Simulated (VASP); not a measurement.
# Zn (Im-3m) in VASP: notebook

The runs below take Zn through single point, with PBEsol+D3(BJ).

All numbers are computed with VASP 6.6.1; they aren't measurements. Logs are shortened: lines on timing, memory, paths and dates and some standing lists are left out, and cuts for length are marked.

**1. The cell of the first run**

The structure is cubic, space group Im-3m (No. 229). The conventional cell has a = 2.990 Å, b = 2.990 Å, c = 2.990 Å, α = 90.00°, β = 90.00°, γ = 90.00°. Zn (site symmetry m-3m) has 14 Zn at 2.59 to 2.99 Å within 3.4 Å.

**2. Single point, PBEsol+D3(BJ)**

The input, INCAR:

```
PREC     = Accurate       # precision mode
ENCUT    = 520            # plane-wave cutoff, eV
EDIFF    = 1E-7           # SCF threshold, eV
ISMEAR   = 1              # smearing method
SIGMA    = 0.05           # smearing width, eV
LREAL    = F              # projectors in reciprocal space
LASPH    = T              # aspherical terms in the spheres
NELM     = 80             # most SCF steps
ALGO     = Normal         # electronic algorithm
ISIF     = 2              # what is computed and relaxed
LWAVE    = F              # write WAVECAR
LCHARG   = T              # write CHGCAR
GGA      = PS             # functional
IVDW     = 12             # dispersion correction
LELF     = T              # ELF
LVHAR    = T            
NBANDS   = 12             # bands
```

The input, KPOINTS:

```
Automatic mesh
0
Gamma
  8 8 8
```

The input, POSCAR:

```
Zn
1.0
   -1.4952355791      1.4952355791      1.4952355791
    1.4952355791     -1.4952355791      1.4952355791
    1.4952355791      1.4952355791     -1.4952355791
Zn
1
Direct
    0.0120688640     -0.0011977141      0.0053181697
```

Potentials or basis: VASP PAW PBE potentials, release 64 (Zn).

Launch:

```sh
cat potpaw_PBE.64/Zn/POTCAR > POTCAR
mpirun -np 1 vasp_std > vasp.out
```

OUTCAR:

```text
PREC = Accurate
   ENCUT = 520
   EDIFF = 1E-7
   ISMEAR = 1
   LREAL = F
   LASPH = T
   NELM = 80
   ISIF = 2
   GGA = PS
   IVDW = 12
 IVDW          = 12

 ion  position               nearest neighbor table
   1  0.012  0.999  0.005-

  LATTYP: Found a body centered cubic cell.
 ALAT       =     2.9904711582

  Lattice vectors:

 A1 = (  -1.4952355791,   1.4952355791,   1.4952355791)
 A2 = (   1.4952355791,  -1.4952355791,   1.4952355791)
 A3 = (   1.4952355791,   1.4952355791,  -1.4952355791)

Analysis of symmetry for initial positions (statically):
=====================================================================
 Subroutine PRICEL returns:
 Original cell was already a primitive cell.

 Routine SETGRP: Setting up the symmetry group for a
 body centered cubic supercell.

 Subroutine GETGRP returns: Found 48 space group operations
 (whereof  1 operations were pure point group operations)
 out of a pool of 48 trial point group operations.

The static configuration has the point symmetry C_1 .
 The point group associated with its full space group is O_h .

Analysis of symmetry for dynamics (positions and initial velocities):
=====================================================================
 Subroutine PRICEL returns:
 Original cell was already a primitive cell.

 Routine SETGRP: Setting up the symmetry group for a
 body centered cubic supercell.

 Subroutine GETGRP returns: Found 48 space group operations
 (whereof  1 operations were pure point group operations)
 out of a pool of 48 trial point group operations.

The dynamic configuration has the point symmetry C_1 .
 The point group associated with its full space group is O_h .

 Subroutine INISYM returns: Found 48 space group operations
 (whereof  1 operations are pure point group operations),
 and found     1 'primitive' translations

----------------------------------------------------------------------------------------

                                     Primitive cell

  volume of cell :      13.3718

  direct lattice vectors                    reciprocal lattice vectors
    -1.495235579  1.495235579  1.495235579     0.000000000  0.334395467  0.334395467
     1.495235579 -1.495235579  1.495235579     0.334395467  0.000000000  0.334395467
     1.495235579  1.495235579 -1.495235579     0.334395467  0.334395467  0.000000000

  length of vectors
     2.589823992  2.589823992  2.589823992     0.472906605  0.472906605  0.472906605

  position of ions in fractional coordinates (direct lattice)
     0.012068864  0.998802286  0.005318170

  ion indices of the primitive-cell ions
[... 83 lines left out ...]
   TEBEG  =    0.0;   TEEND  =   0.0 temperature during run
   PSTRESS=    0.0 pullay stress
   NELECT =      12.0000    total number of electrons
   NUPDOWN=      -1.0000    fix difference up-down
   EMIN   =  10.00;   EMAX   =-10.00  energy-range for DOS
   EFERMI =   0.00;   METHOD = LEGACY
   ISMEAR =     1;   SIGMA  =   0.05  broadening in eV -4-tet -1-fermi 0-gaus
   EFERMI_NEDOS =   21; number of points for ismear=-14 and -15
   IALGO  =     38    algorithm
   IMIX   =      4    mixing-type and parameters
     AMIX     =   0.40;   BMIX     =  1.00
     AMIX_MAG =   1.60;   BMIX_MAG =  1.00
  volume/ion in A,a.u.               =      13.37        90.24
  Fermi-wavevector in a.u.,A,eV,Ry     =   1.579085  2.984039 33.926274  2.493511
  Thomas-Fermi vector in A             =   2.679518
   LORBIT       =      0    0 simple, 1 ext, 2 COOP (PROOUT), +10 PAW based schemes
   GGA     = PS    functional components
   LHFCALC =     F    Hartree Fock is set to
   AEXX    =    0.0000 exact exchange contribution
   IVDW    =    12    specifies the selected vdW correction
   LEPSILON=     F    determine dielectric tensor
   LRPA    =     F    only Hartree local field effects (RPA)
 non-spin polarized calculation
 Methfessel and Paxton  Order N= 1 SIGMA  =   0.05
  energy-cutoff  :      520.00
  volume of cell :       13.37
 maximum number of plane-waves:       372
   NGX =  9   NGY =  9   NGZ =  9

 number of electron      12.0000000 magnetization

 Free energy of the ion-electron system (eV)
  ---------------------------------------------------
  ext. energy  EPLUGINS =         0.00000000
  ---------------------------------------------------
  free energy    TOTEN  =        -1.47387390 eV

  energy without entropy =       -1.47355297  energy(sigma->0) =       -1.47376692

 E-fermi :   3.9579     XC(G=0): -12.4112

 val. band max:        3.6423462489   @ k =   0.5000   0.5000   0.2500
 cond. band min:       3.9628846039   @ k =   0.3750   0.1250   0.1250
 fundamental gap:      0.3205383550
 Fermi energy:         3.9579342736

 k-point     1 :       0.0000    0.0000    0.0000
  band No.  band energies     occupation
      1      -7.5653      2.00000
      2      -4.1773      2.00000
      3      -4.1773      2.00000
      4      -4.1773      2.00000
      5      -3.5307      2.00000
      6      -3.5307      2.00000
      7      25.4778      0.00000
      8      25.4778      0.00000
      9      25.4778      0.00000
     10      26.0401      0.00000
     11      26.0401      0.00000
     12      26.0401      0.00000
[... 331 lines left out ...]
 k-point    24 :      -0.3750    0.3750    0.2500
  band No.  band energies     occupation
      1      -4.5619      2.00000
      2      -4.3963      2.00000
      3      -3.9270      2.00000
      4      -3.7313      2.00000
      5      -3.3401      2.00000
      6       0.3321      2.00000
      7       8.9479      0.00000
      8      11.8831      0.00000
      9      14.9494      0.00000
     10      17.8827      0.00000
     11      26.0665      0.00000
     12      29.6320      0.00000

 [... further k-points ...]

------------------------ aborting loop because EDIFF is reached ----------------------------------------

 Edisp (eV)   -0.40947

 E8    (eV) :    -0.2645

  FORCE on cell =-STRESS in cart. coord.  units (eV):
  Direction    XX          YY          ZZ          XY          YZ          ZX
  --------------------------------------------------------------------------------------
  -------------------------------------------------------------------------------------
  Total       0.07942     0.07942     0.07942    -0.00000     0.00000    -0.00000
  in kB       9.51566     9.51566     9.51566    -0.00000     0.00000    -0.00000
  external pressure =        9.52 kB  Pullay stress =        0.00 kB

 VOLUME and BASIS-vectors are now :
 -----------------------------------------------------------------------------
  energy-cutoff  :      520.00
  volume of cell :       13.37
      direct lattice vectors                 reciprocal lattice vectors
    -1.495235579  1.495235579  1.495235579     0.000000000  0.334395467  0.334395467
     1.495235579 -1.495235579  1.495235579     0.334395467  0.000000000  0.334395467
     1.495235579  1.495235579 -1.495235579     0.334395467  0.334395467  0.000000000

 POSITION                                       TOTAL-FORCE (eV/Angst)
 -----------------------------------------------------------------------------------
      1.48335     -1.46745      1.50354         0.000000     -0.000000      0.000000
 -----------------------------------------------------------------------------------
    total drift:                                0.000009      0.000100     -0.000023

  FREE ENERGIE OF THE ION-ELECTRON SYSTEM (eV)
  ---------------------------------------------------
  free  energy   TOTEN  =        -1.8833408363 eV

  energy  without entropy=       -1.8830198987  energy(sigma->0) =       -1.88323386
```

OSZICAR:

```text
N       E                     dE             d eps       ncg     rms          rms(c)
DAV:   1     0.393707344862E+02    0.39371E+02   -0.67010E+03   744   0.166E+03
DAV:   2    -0.650777275148E+00   -0.40022E+02   -0.37645E+02   720   0.212E+02
DAV:   3    -0.165472550467E+01   -0.10039E+01   -0.10027E+01   792   0.334E+01
DAV:   4    -0.165640462678E+01   -0.16791E-02   -0.16791E-02   812   0.131E+00
DAV:   5    -0.165640562733E+01   -0.10005E-05   -0.10007E-05   788   0.307E-02    0.392E+00
DAV:   6    -0.148829915139E+01    0.16811E+00   -0.91130E-01   784   0.196E+01    0.273E+00
DAV:   7    -0.147835789555E+01    0.99413E-02   -0.16893E-02   776   0.260E+00    0.141E+00
DAV:   8    -0.147388919011E+01    0.44687E-02   -0.14122E-03   912   0.547E-01    0.294E-02
DAV:   9    -0.147387488738E+01    0.14303E-04   -0.12848E-04  1060   0.191E-01    0.282E-02
DAV:  10    -0.147387399624E+01    0.89114E-06   -0.11387E-05   740   0.595E-02    0.152E-03
DAV:  11    -0.147387390289E+01    0.93348E-07   -0.11123E-07   568   0.537E-03
   1 F= -.18833408E+01 E0= -.18832339E+01  d E =-.320938E-03
```

Wall time 2.6 s (1 thread of AMD EPYC 9R45 (Zen 5), shared host); peak memory 0.1 GiB.

Results:

```yaml
Free_energy: -1.8833 eV
Pressure: 1.0 GPa
Band_gap_on_the_k_mesh: zero (band 6 reaches 8.44 eV, above the bottom of band 7 at 3.30 eV)
Dispersion_energy_per_atom: -0.409 eV
```

Caveat: the k points lie up to 0.37 Å⁻¹ apart; the PAW data sets were made with another functional, which shifts forces and pressure a little; pairwise dispersion overbinds metals, which lowers pressure and volume.

**3. Single point, PBEsol+D3(BJ)**

The input, INCAR:

```
SYSTEM = Zn
PREC = Accurate
ENCUT = 520
EDIFF = 1E-7
ISMEAR = 1
SIGMA = 0.05
LREAL = .False.
LASPH = .True.
NELM = 100
ALGO = Normal
ISIF = 2
LWAVE = .False.
LCHARG = .False.
GGA = PS
IVDW = 12
NBANDS = 12
```

The input, KPOINTS:

```
Automatic mesh
0
Gamma
  8 8 8
  0 0 0
```

The input, POSCAR:

```
Zn
1.0
   -1.4959055782      1.4959055782      1.4959055782
    1.4959055782     -1.4959055782      1.4959055782
    1.4959055782      1.4959055782     -1.4959055782
Zn
1
Direct
    0.0120688640     -0.0011977141      0.0053181697
```

Potentials or basis: VASP PAW PBE potentials, release 64 (Zn).

Launch:

```sh
cat potpaw_PBE.64/Zn/POTCAR > POTCAR
mpirun -np 1 vasp_std > vasp.out
```

Run time: 2.5 s. Hardware: 1 thread of AMD EPYC 9R45 (Zen 5), shared host; peak memory 0.1 GiB.

It converged, with:

* Free energy: -1.8834 eV
* Pressure: 0.8 GPa
* Band gap on the k mesh: zero (band 6 reaches 8.42 eV, above the bottom of band 7 at 3.29 eV)
* Dispersion energy per atom: -0.409 eV

Levels at points of the mesh, in eV from the Fermi level:
| k point | band 4 | band 5 | band 6 | band 7 | band 8 | band 9 |
| --- | --- | --- | --- | --- | --- | --- |
| (0.00, 0.00, 0.00) | -8.13 | -7.48 | -7.48 | 21.50 | 21.50 | 21.50 |
| (0.50, 0.00, 0.00) | -7.44 | -7.05 | -3.22 | -0.66 | 12.55 | 13.72 |
| (0.50, 0.50, 0.50) | -7.16 | -7.16 | 4.48 | 4.48 | 4.48 | 9.19 |

Caveat: the k points lie up to 0.37 Å⁻¹ apart; the PAW data sets were made with another functional, which shifts forces and pressure a little; pairwise dispersion overbinds metals, which lowers pressure and volume.

**4. Single point, PBEsol+D3(BJ)**

This run uses another cell than the first one, of 15.45 Å³/atom, 1.156 times its volume.

The input, INCAR:

```
ALGO = Normal ; EDIFF = 1E-7
ENCUT = 520 ; GGA = PS
ISIF = 2 ; ISMEAR = 1
IVDW = 12 ; LASPH = True
LCHARG = True ; LELF = True
LREAL = False ; LVHAR = True
LWAVE = False ; NBANDS = 12
NELM = 60 ; PREC = Accurate
SIGMA = 0.05
```

The input, KPOINTS:

```
k-points
0
Gamma
  8 8 8
```

The input, POSCAR:

```
Zn
1.0
   -1.5690370000      1.5690370000      1.5690370000
    1.5690370000     -1.5690370000      1.5690370000
    1.5690370000      1.5690370000     -1.5690370000
Zn
1
Direct
    0.0120688640     -0.0011977141      0.0053181697
```

Launch:

```sh
cat potpaw_PBE.64/Zn/POTCAR > POTCAR
mpirun -np 1 vasp_std > vasp.out
```

Wall time 2.7 s (1 thread of AMD EPYC 9R45 (Zen 5), shared host); peak memory 0.1 GiB.

Results (log left out):

* Free energy: -1.8153 eV
* Pressure: -9.5 GPa
* Band gap on the k mesh: zero (band 6 reaches 7.07 eV, above the bottom of band 7 at 1.91 eV)
* Dispersion energy per atom: -0.353 eV

Levels at points of the mesh, in eV from the Fermi level:
```
           k point  band 2  band 3  band 4  band 5  band 6  band 7  band 8  band 9  band 10  band 11
(0.00, 0.00, 0.00)   -7.57   -7.57   -7.57   -7.07   -7.07   19.09   19.09   19.09    20.89    20.89
(0.50, 0.00, 0.00)   -7.87   -7.10   -7.04   -6.74   -2.49   -0.84   11.41   12.81    15.41    16.85
(0.50, 0.50, 0.50)   -8.12   -6.82   -6.82   -6.82    4.32    4.32    4.32    7.59     8.71     8.71
```

Caveat: the PAW data sets were made with another functional, which shifts forces and pressure a little; pairwise dispersion overbinds metals, which lowers pressure and volume.

**5. Overview**

| cell | gap on the mesh (eV) | pressure (GPa) |
| --- | --- | --- |
| a = 2.590 Å, angles 109.5°, 1 atom | none | 1.0 |
| a = 2.591 Å, angles 109.5°, 1 atom | none | 0.8 |
| a = 2.718 Å, angles 109.5°, 1 atom | none | -9.5 |

Alike in all rows: task single point; level PBEsol+D3(BJ); potentials or basis VASP PAW PBE potentials, release 64 (Zn); no spin polarisation; k mesh 8 × 8 × 8; cutoff (eV) 520; smearing methfessel-paxton 0.05 eV.

Caveats: some runs use coarse meshes; the PAW data sets were made with another functional, which shifts forces and pressure a little; pairwise dispersion overbinds metals, which lowers pressure and volume.

Total energies depend on the potentials used, so only differences within one code and one set of settings carry meaning.
